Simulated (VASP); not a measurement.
# SnO2 (Pm) in VASP: single point with r2SCAN

Aim: the single point of SnO2 with r2SCAN.

Everything below comes from runs of VASP 6.6.1. Logs are shortened: lines on timing, memory, paths and dates and some standing lists are left out, and cuts for length are marked.

## Step 1: The cell of the first run

Symmetry: Pm, No. 6, monoclinic system. The conventional cell has a = 4.760 Å, b = 3.201 Å, c = 4.760 Å, α = 90.00°, β = 90.00°, γ = 90.00°. Within 2.5 Å of Sn (site symmetry m) lie 6 O at 1.92 to 2.21 Å. Within 2.7 Å of Sn (site symmetry m) lie 6 O at 2.06 to 2.07 Å. O (site symmetry m) has 3 Sn at 2.07 to 2.21 Å and 1 O at 2.61 Å within 2.7 Å. Within 2.7 Å of O (site symmetry m) lie 3 Sn at 2.06 to 2.16 Å and 1 O at 2.61 Å. O (site symmetry m) has 3 Sn at 1.92 to 2.07 Å within 2.5 Å. Within 2.7 Å of O (site symmetry m) lie 3 Sn at 1.98 to 2.06 Å and 1 O at 2.61 Å.

## Step 2: Single point, r2SCAN (atom 1 (Sn) moved by (-0.200, +0.000) A along x and z)

The input, POSCAR:

```
SnO2
1.0
    4.7602164758      0.0000000000      0.0000000000
    0.0000000000      4.7602164758      0.0000000000
    0.0000000000      0.0000000000      3.2005650987
Sn O
2 4
Direct
   -0.0420148960      0.0000000000      0.0000000000
    0.5000000000      0.5000000000      0.5000000000
    0.3058934984      0.3058934984      0.0000000000
    0.1941065016      0.8058934984      0.5000000000
    0.6941065016      0.6941065016      0.0000000000
    0.8058934984      0.1941065016      0.5000000000
```

The input, INCAR.step1:

```
SYSTEM = SnO2
ALGO = Normal
EDIFF = 1E-4
ENCUT = 520
GGA = PE
ISMEAR = 0
LASPH = .TRUE.
LCHARG = .FALSE.
LREAL = .FALSE.
LWAVE = .TRUE.
NBANDS = 35
NELM = 60
PREC = Accurate
SIGMA = 0.05
```

The input, INCAR.step2:

```
SYSTEM = SnO2
ALGO = Normal
EDIFF = 1E-7
ENCUT = 520
ISIF = 2
ISMEAR = 0
ISTART = 1
LASPH = .TRUE.
LCHARG = .FALSE.
LMIXTAU = .TRUE.
LREAL = .FALSE.
LWAVE = .FALSE.
METAGGA = R2SCAN
NBANDS = 35
NELM = 60
PREC = Accurate
SIGMA = 0.05
```

The input, KPOINTS:

```
k-points
0
G
  6 6 8
  0 0 0
```

Potentials or basis: VASP PAW PBE potentials, release 64 (Sn_d, O).

Command:

```console
$ cat potpaw_PBE.64/Sn_d/POTCAR potpaw_PBE.64/O/POTCAR > POTCAR
$ cp INCAR.step1 INCAR
$ mpirun -np 1 vasp_std > vasp.out
$ cp INCAR.step2 INCAR
$ mpirun -np 1 vasp_std > vasp.out
```

OUTCAR:

```text
SYSTEM = SnO2
   EDIFF = 1E-7
   ENCUT = 520
   ISIF = 2
   ISMEAR = 0
   ISTART = 1
   LASPH = .TRUE.
   LREAL = .FALSE.
   METAGGA = R2SCAN
   NELM = 60
   PREC = Accurate

 ion  position               nearest neighbor table
   1  0.958  0.000  0.000-   5 1.92   6 1.98   6 1.98   4 2.16   4 2.16   3 2.21   2 3.60   2 3.60
                             2 3.60   2 3.60
   2  0.500  0.500  0.500-   4 2.06   6 2.06   5 2.07   3 2.07   3 2.07   5 2.07   1 3.60   1 3.60
                             1 3.60   1 3.60
   3  0.306  0.306  0.000-   2 2.07   2 2.07   1 2.21
   4  0.194  0.806  0.500-   2 2.06   1 2.16   1 2.16
   5  0.694  0.694  0.000-   1 1.92   2 2.07   2 2.07
   6  0.806  0.194  0.500-   1 1.98   1 1.98   2 2.06

  LATTYP: Found a simple tetragonal cell.
 ALAT       =     4.7602164758
 C/A-ratio  =     0.6723570483

  Lattice vectors:

 A1 = (   4.7602164758,   0.0000000000,   0.0000000000)
 A2 = (   0.0000000000,   4.7602164758,   0.0000000000)
 A3 = (   0.0000000000,   0.0000000000,   3.2005650987)

Analysis of symmetry for initial positions (statically):
=====================================================================
 Subroutine PRICEL returns:
 Original cell was already a primitive cell.

 Routine SETGRP: Setting up the symmetry group for a
 simple tetragonal supercell.

 Subroutine GETGRP returns: Found  2 space group operations
 (whereof  2 operations were pure point group operations)
 out of a pool of 16 trial point group operations.

The static configuration has the point symmetry C_1h.

Analysis of symmetry for dynamics (positions and initial velocities):
=====================================================================
 Subroutine PRICEL returns:
 Original cell was already a primitive cell.

 Routine SETGRP: Setting up the symmetry group for a
 simple tetragonal supercell.

 Subroutine GETGRP returns: Found  2 space group operations
 (whereof  2 operations were pure point group operations)
 out of a pool of 16 trial point group operations.

The dynamic configuration has the point symmetry C_1h.

 Subroutine INISYM returns: Found  2 space group operations
 (whereof  2 operations are pure point group operations),
 and found     1 'primitive' translations

----------------------------------------------------------------------------------------

                                     Primitive cell

  volume of cell :      72.5237

  direct lattice vectors                    reciprocal lattice vectors
     4.760216476  0.000000000  0.000000000     0.210074480  0.000000000  0.000000000
     0.000000000  4.760216476  0.000000000     0.000000000  0.210074480  0.000000000
     0.000000000  0.000000000  3.200565099     0.000000000  0.000000000  0.312444824

  length of vectors
     4.760216476  4.760216476  3.200565099     0.210074480  0.210074480  0.312444824

  position of ions in fractional coordinates (direct lattice)
     0.957985104  0.000000000  0.000000000
     0.500000000  0.500000000  0.500000000
     0.305893498  0.305893498  0.000000000
     0.194106502  0.805893498  0.500000000
     0.694106502  0.694106502  0.000000000
     0.805893498  0.194106502  0.500000000

  ion indices of the primitive-cell ions
   primitive index   ion index
                 1           1
                 2           2
                 3           3
                 4           4
                 5           5
                 6           6

----------------------------------------------------------------------------------------

 KPOINTS: k-points

Automatic generation of k-mesh.
 Grid dimensions read from file:
 generate k-points for:    6    6    8

 Generating k-lattice:

  Cartesian coordinates                     Fractional coordinates (reciprocal lattice)
     0.035012413  0.000000000  0.000000000     0.166666667  0.000000000  0.000000000
     0.000000000  0.035012413  0.000000000     0.000000000  0.166666667  0.000000000
     0.000000000  0.000000000  0.039055603     0.000000000  0.000000000  0.125000000

  Length of vectors
     0.035012413  0.035012413  0.039055603

  Shift w.r.t. Gamma in fractional coordinates (k-lattice)
     0.000000000  0.000000000  0.000000000

 Subroutine IBZKPT returns following result:
 ===========================================

 Found    100 irreducible k-points:

 Following reciprocal coordinates:
            Coordinates               Weight
  0.000000  0.000000  0.000000      1.000000
  0.166667  0.000000  0.000000      2.000000
  0.000000  0.166667  0.000000      2.000000
  0.333333  0.000000  0.000000      2.000000
  0.000000  0.333333  0.000000      2.000000
  0.500000  0.000000  0.000000      1.000000
[... 16 lines left out ...]
  0.000000  0.166667  0.125000      4.000000
  0.333333  0.000000  0.125000      4.000000
 [... further k-points ...]
   k-points           NKPTS =    100   k-points in BZ     NKDIM =    100   number of bands    NBANDS=     35
   number of dos      NEDOS =    301   number of ions     NIONS =      6
   total plane-waves  NPLWV =  31104
   dimension x,y,z NGX =    36 NGY =   36 NGZ =   24
   dimension x,y,z NGXF=    72 NGYF=   72 NGZF=   48
   ions per type =               2   4
   NGX,Y,Z   is equivalent  to a cutoff of  12.57, 12.57, 12.47 a.u.
   NGXF,Y,Z  is equivalent  to a cutoff of  25.15, 25.15, 24.93 a.u.
 SYSTEM =  SnO2
   PREC   = accura    normal or accurate (medium, high low for compatibility)
   ISTART =      1    job   : 0-new  1-cont  2-samecut
   ICHARG =      0    charge: 1-file 2-atom 10-const
   ISPIN  =      1    spin polarized calculation?
   LNONCOLLINEAR =      F non collinear calculations
   LSORBIT =      F    spin-orbit coupling
   LASPH  =      T    aspherical Exc in radial PAW
   ENCUT  =  520.0 eV  38.22 Ry    6.18 a.u.   8.85  8.85  5.95*2*pi/ulx,y,z
   NELM   =     60;   NELMIN=  2; NELMDL=  0     # of ELM steps
   EDIFF  = 0.1E-06   stopping-criterion for ELM
   LREAL  =      F    real-space projection
   EDIFFG = 0.1E-05   stopping-criterion for IOM
   NSW    =      0    number of steps for IOM
   IBRION =     -1    ionic relax: 0-MD 1-quasi-New 2-CG
   NFREE  =      0    steps in history (QN), initial steepest desc. (CG)
   ISIF   =      2    stress and relaxation
   ISYM   =      2    0-nonsym 1-usesym 2-fastsym
   POTIM  = 0.5000    time-step for ionic-motion
   TEBEG  =    0.0;   TEEND  =   0.0 temperature during run
   PSTRESS=    0.0 pullay stress
   NELECT =      52.0000    total number of electrons
   NUPDOWN=      -1.0000    fix difference up-down
   EMIN   =  10.00;   EMAX   =-10.00  energy-range for DOS
   EFERMI =   0.00;   METHOD = LEGACY
   ISMEAR =     0;   SIGMA  =   0.05  broadening in eV -4-tet -1-fermi 0-gaus
   EFERMI_NEDOS =   21; number of points for ismear=-14 and -15
   IALGO  =     38    algorithm
   IMIX   =      4    mixing-type and parameters
     AMIX     =   0.40;   BMIX     =  1.00
     AMIX_MAG =   1.60;   BMIX_MAG =  1.00
  volume/ion in A,a.u.               =      12.09        81.57
  Fermi-wavevector in a.u.,A,eV,Ry     =   1.465264  2.768948 29.211695  2.146999
  Thomas-Fermi vector in A             =   2.581142
   LORBIT       =      0    0 simple, 1 ext, 2 COOP (PROOUT), +10 PAW based schemes
   METAGGA = R2SCAN    functional components
   LHFCALC =     F    Hartree Fock is set to
   AEXX    =    0.0000 exact exchange contribution
   IVDW    =     0    specifies the selected vdW correction
   LEPSILON=     F    determine dielectric tensor
   LRPA    =     F    only Hartree local field effects (RPA)
 non-spin polarized calculation
 Gauss-broadening in eV      SIGMA  =   0.05
  energy-cutoff  :      520.00
  volume of cell :       72.52
 maximum number of plane-waves:      1992
   NGX = 17   NGY = 17   NGZ = 11

 number of electron      52.0000002 magnetization

 Free energy of the ion-electron system (eV)
  ---------------------------------------------------
  ext. energy  EPLUGINS =         0.00000000
  ---------------------------------------------------
  free energy    TOTEN  =       -84.13134185 eV

  energy without entropy =      -84.13134185  energy(sigma->0) =      -84.13134185

 E-fermi :   6.1027     XC(G=0): -11.9668

 val. band max:        5.8754038439   @ k =   0.0000   0.0000   0.0000
 cond. band min:       7.3016017265   @ k =   0.0000   0.0000   0.0000
 fundamental gap:      1.4261978827
 Fermi energy:         6.1026994591

 k-point     1 :       0.0000    0.0000    0.0000
  band No.  band energies     occupation
      1     -16.3928      2.00000
      2     -15.4144      2.00000
      3     -15.1081      2.00000
      4     -15.0629      2.00000
      5     -14.9765      2.00000
      6     -14.9618      2.00000
[... 27 lines left out ...]
     34      18.6878      0.00000
     35      18.9902      0.00000

 k-point     2 :       0.1667    0.0000    0.0000
  band No.  band energies     occupation
      1     -16.3615      2.00000
      2     -15.4354      2.00000
      3     -15.1533      2.00000
      4     -15.0618      2.00000
      5     -14.9744      2.00000
      6     -14.9625      2.00000
[... 27 lines left out ...]
     34      18.5242      0.00000
     35      19.0069      0.00000

 k-point     3 :       0.0000    0.1667    0.0000
  band No.  band energies     occupation
      1     -16.3519      2.00000
      2     -15.5096      2.00000
      3     -15.1044      2.00000
      4     -15.0619      2.00000
      5     -14.9746      2.00000
      6     -14.9606      2.00000
[... 27 lines left out ...]
     34      18.6521      0.00000
     35      18.9495      0.00000
[... 723 lines left out ...]
 k-point    23 :       0.0000    0.1667    0.1250
  band No.  band energies     occupation
      1     -16.3010      2.00000
      2     -15.5428      2.00000
      3     -15.2305      2.00000
      4     -15.1158      2.00000
      5     -14.9886      2.00000
      6     -14.9248      2.00000
[... 27 lines left out ...]
     34      18.6007      0.00000
     35      18.8300      0.00000

 k-point    24 :       0.3333    0.0000    0.1250
  band No.  band energies     occupation
      1     -16.2512      2.00000
      2     -15.4970      2.00000
      3     -15.4046      2.00000
      4     -15.1073      2.00000
      5     -14.9727      2.00000
      6     -14.9118      2.00000
[... 27 lines left out ...]
     34      18.7130      0.00000
     35      18.9411      0.00000

 [... further k-points ...]

------------------------ aborting loop because EDIFF is reached ----------------------------------------

  FORCE on cell =-STRESS in cart. coord.  units (eV):
  Direction    XX          YY          ZZ          XY          YZ          ZX
  --------------------------------------------------------------------------------------
  -------------------------------------------------------------------------------------
  Total        0.3793206      2.5626620      1.9243720      1.1936390      0.0000000      0.0000000
  in kB        8.3798627     56.6137395     42.5127836     26.3695983      0.0000000      0.0000000
  external PRESSURE =      35.8354619 kB  Pullay stress =       0.0000000 kB

 VOLUME and BASIS-vectors are now :
 -----------------------------------------------------------------------------
  energy-cutoff  :      520.00
  volume of cell :       72.52
      direct lattice vectors                 reciprocal lattice vectors
     4.760216476  0.000000000  0.000000000     0.210074480  0.000000000  0.000000000
     0.000000000  4.760216476  0.000000000     0.000000000  0.210074480  0.000000000
     0.000000000  0.000000000  3.200565099     0.000000000  0.000000000  0.312444824

 POSITION                                       TOTAL-FORCE (eV/Angst)
 -----------------------------------------------------------------------------------
      4.56022      0.00000      0.00000         4.941760      0.113516      0.000000
      2.38011      2.38011      1.60028        -1.909532     -0.000142      0.000000
      1.45612      1.45612      0.00000        -0.221176     -0.415183      0.000000
      0.92399      3.83623      1.60028        -0.869279      0.583138      0.000000
      3.30410      3.30410      0.00000        -0.969364     -1.260336      0.000000
      3.83623      0.92399      1.60028        -0.972409      0.979008      0.000000
 -----------------------------------------------------------------------------------
    total drift:                               -0.000557      0.000892     -0.000000

  FREE ENERGIE OF THE ION-ELECTRON SYSTEM (eV)
  ---------------------------------------------------
  free  energy   TOTEN  =       -84.1313418472 eV

  energy  without entropy=      -84.1313418472  energy(sigma->0) =      -84.13134185
```

Run time: 5 min. Hardware: 1 thread of Intel Xeon 6975P-C (Granite Rapids), shared host; peak memory 0.31 GiB.

Results:

| Quantity | Value |
| --- | --- |
| Free energy | -84.1313 eV |
| Pressure | 3.6 GPa |
| Largest force | 4.943 eV/Å |
| Band gap on the k mesh | 1.43 eV |

Forces in eV/Å, atoms in the order of the input:
```
Sn   4.942  0.114  0.000
Sn  -1.910  0.000  0.000
O   -0.221 -0.415  0.000
O   -0.869  0.583  0.000
O   -0.969 -1.260  0.000
O   -0.972  0.979  0.000
```

Caveat: the cell differs from its parent crystal (atom 1 (Sn) moved by (-0.200, +0.000) A along x and z); the cell stands under pressure; the PAW data sets were made with another functional, which shifts forces and pressure a little; spin-orbit coupling is left out, which moves the levels of the heavy elements.
